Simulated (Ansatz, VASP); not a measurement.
## BN: VASP beside Ansatz

The input INCAR:

```
PREC = Accurate ; ENCUT = 520
EDIFF = 1E-7 ; ISMEAR = 0
SIGMA = 0.05 ; LREAL = F
LASPH = T ; NELM = 100
ALGO = Normal ; ISIF = 2
LWAVE = F ; LCHARG = F
GGA = PE ; NBANDS = 11
```

The input KPOINTS:

```
regular mesh
0
Gamma
  12 12 12
```

Contents of POSCAR:

```
BN
1.0
   -0.1359295336      1.9075444542      1.8123937807
    1.8123937807     -0.1359295336      1.8123937807
    1.6764642471      1.7716149206      0.0000000000
B N
1 1
Direct
    0.0000000000      0.0000000000      0.0000000000
    0.7500000000      0.7500000000      0.7500000000
```

Input for Ansatz:

```yaml
crystal:
  lattice:
    - [-0.1359295336, 1.9075444542, 1.8123937807]
    - [1.8123937807, -0.1359295336, 1.8123937807]
    - [1.6764642471, 1.7716149206, 0.0]
  atoms:
    - { symbol: B, position: [0.0, 0.0, 0.0] }
    - { symbol: "N", position: [0.75, 0.75, 0.75] }
basis:
  ecutwfc: 520.0
kpoints:
  mp_grid: { grid: [12, 12, 12] }
hamiltonian:
  xc: pbe
scf:
  occupations: { method: gaussian, width: 0.05 }
output:
  forces: true
  stress: true
  eigenvalues: true
```

Change from the starting cell: engineering shear strain xz -0.1500, normal strain along z +0.0525.

Alike in both runs: task single point; functional PBE; k mesh 12 × 12 × 12; occupations gaussian, width 0.05 eV; no spin polarisation.

|  | VASP | Ansatz |
| --- | --- | --- |
| version | VASP 6.6.1 | Ansatz 0.2.0 |
| potentials or method | VASP PAW PBE potentials, release 64 (B, N), cutoff 520 eV | scalar-relativistic, plane waves, PAW |
| valence electrons in the cell | 8 | 8 |

Ansatz gave:

* gap on the k mesh at the Fermi level (eV): 2.96
* least direct gap on the mesh (eV): 5.94
* pressure (GPa): -8.6
* traceless stress, the component that is largest in VASP (GPa): 55.65
* rms of the force components (eV/Å): 0.050

Problem. Which values does VASP return?

Solution. gap on the k mesh at the Fermi level (eV): 2.95; least direct gap on the mesh (eV): 5.94; pressure (GPa): -8.4; traceless stress, the component that is largest in VASP (GPa): 55.98; rms of the force components (eV/Å): 0.039.

Atom by atom the forces differ by 0.011 eV/Å (rms over components).
